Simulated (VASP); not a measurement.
Here is a VASP 6.6.1 calculation.

File INCAR:

```
SYSTEM = Mg2Be
  PREC = Accurate
  ENCUT = 520
  EDIFF = 1E-6
  ISMEAR = 0
  SIGMA = 0.1
  LREAL = .False.
  LASPH = .True.
  NELM = 100
  ALGO = Fast
  ISIF = 2
  LWAVE = .False.
  LCHARG = .True.
  GGA = PE
  LELF = .True.
  LVHAR = .True.
  NBANDS = 10
```

KPOINTS

```
regular mesh
0
Gamma
  16 16 16
  0 0 0
```

The input POSCAR:

```
Mg2Be
1.0
   -1.5991936152      2.3641546780      3.6938965421
    1.5991936152     -2.3641546780      3.6938965421
    1.5991936152      2.3641546780     -3.6938965421
Mg Be
2 1
Direct
    0.1989659304      0.1989659304      0.0000000000
    0.8010340696      0.8010340696      0.0000000000
    0.5000000000      0.0000000000      0.5000000000
```

Potentials or basis: VASP PAW PBE potentials, release 64 (Mg, Be).

Launch:

```bash
$ cat potpaw_PBE.64/Mg/POTCAR potpaw_PBE.64/Be/POTCAR > POTCAR
$ mpirun -np 1 vasp_std > vasp.out
```

Task: Estimate the band gap on the k mesh.

Result: Zero (bands 3 and 4 overlap by 2.74 eV).

Task: Predict the pressure.

Result: -0.1 GPa.
